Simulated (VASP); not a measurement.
AlNi, 2 atoms in the cell. It takes space group Pm-3m (No. 221, cubic). Conventional cell: a = 2.862 Å, b = 2.862 Å, c = 2.862 Å, α = 90.00°, β = 90.00°, γ = 90.00°. Within 3.3 Å of Al (site symmetry m-3m) lie 8 Ni at 2.48 Å and 6 Al at 2.86 Å. Within 3.3 Å of Ni (site symmetry m-3m) lie 8 Al at 2.48 Å and 6 Ni at 2.86 Å. 

* Program: VASP 6.6.1
* Task: single point
* Functional: PBEsol
* Potentials or basis: VASP PAW PBE potentials, release 64 (Al, Ni)
* Cutoff: 520 eV
* k mesh: 14 × 14 × 14
* Occupations: gaussian, width 0.1 eV
* Spin: no spin polarisation
* Dipole correction: no
* Further INCAR settings: ALGO = Fast; EDIFF = 1e-07; NBANDS = 14

Potentials or basis: VASP PAW PBE potentials, release 64 (Al, Ni).

Command:

```console
$ cat potpaw_PBE.64/Al/POTCAR potpaw_PBE.64/Ni/POTCAR > POTCAR
$ mpirun -np 1 vasp_std > vasp.out
```

Hardware: 1 thread of Intel(R) Xeon(R) Platinum 8559C (Emerald Rapids) (shared host).

**Question.** How long does it take, and how much memory?

**Answer.** Wall time 21 s on 1 thread of Intel(R) Xeon(R) Platinum 8559C (Emerald Rapids), on a shared host, peak memory 0.17 GiB. Counts: scf iterations 17, k points 120.
